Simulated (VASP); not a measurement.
Wanted: the native input for a VASP 6.6.1 run.

```
Task                   : relaxation of cell and atoms
Functional             : PBE
Potentials or basis    : VASP PAW PBE potentials, release 64 (Zn)
Cutoff                 : 600 eV
k mesh                 : 10 × 10 × 13
Occupations            : fermi-dirac, width 0.1 eV
Spin                   : no spin polarisation
Target pressure        : 120 GPa
Dipole correction      : no
Further INCAR settings : ALGO = Normal; EDIFF = 1e-07; IBRION = 2; EDIFFG = -0.005; NSW = 60; ISIF = 3
```

The structure of Zn lies in POSCAR:

```
Zn
1.0
    3.7274272158      0.0000000000      0.0000000000
   -1.8637136079      3.2280466596      0.0000000000
    0.0000000000      0.0000000000      2.3110048738
Zn
3
Direct
    0.0000000000      0.0000000000      0.0000000000
    0.3333333333      0.6666666667      0.5000000000
    0.6666666667      0.3333333333      0.5000000000
```

These files were run (other wordings do the same):

INCAR

```
SYSTEM = Zn
  PREC = Accurate
  ENCUT = 600
  EDIFF = 1E-7
  ISMEAR = -1
  SIGMA = 0.1
  LREAL = .FALSE.
  LASPH = .TRUE.
  NELM = 60
  ALGO = Normal
  ISIF = 3
  LWAVE = .FALSE.
  LCHARG = .FALSE.
  GGA = PE
  IBRION = 2
  NSW = 60
  EDIFFG = -0.005
  PSTRESS = 1200.0
```

KPOINTS

```
Automatic mesh
0
G
  10 10 13
  0 0 0
```

Potentials or basis: VASP PAW PBE potentials, release 64 (Zn).

The run is started by

```bash
$ cat potpaw_PBE.64/Zn/POTCAR > POTCAR
$ mpirun -np 1 vasp_std > vasp.out
```

Results of the run:

The relaxed volume is 9.43 Å³/atom. The relaxed cell is a = 3.776 Å, b = 3.776 Å, c = 2.291 Å, α = 90.00°, β = 90.00°, γ = 120.00°. The space group after relaxing (to 0.05 Å) is P6/mmm (No. 191) and the energy change on relaxing (the enthalpy is what falls) is -127.2 meV/atom. The ionic steps are 6 and the pressure after relaxing is 120.1 GPa. The band gap on the k mesh is zero (band 18 reaches 13.04 eV, above the bottom of band 19 at 7.54 eV).

Caveat: the cell is relaxed towards a set pressure, so the enthalpy falls and the energy may rise.

It took 3.7 min on 1 thread of Intel Xeon 6975P-C (shared host), peak memory 0.19 GiB.
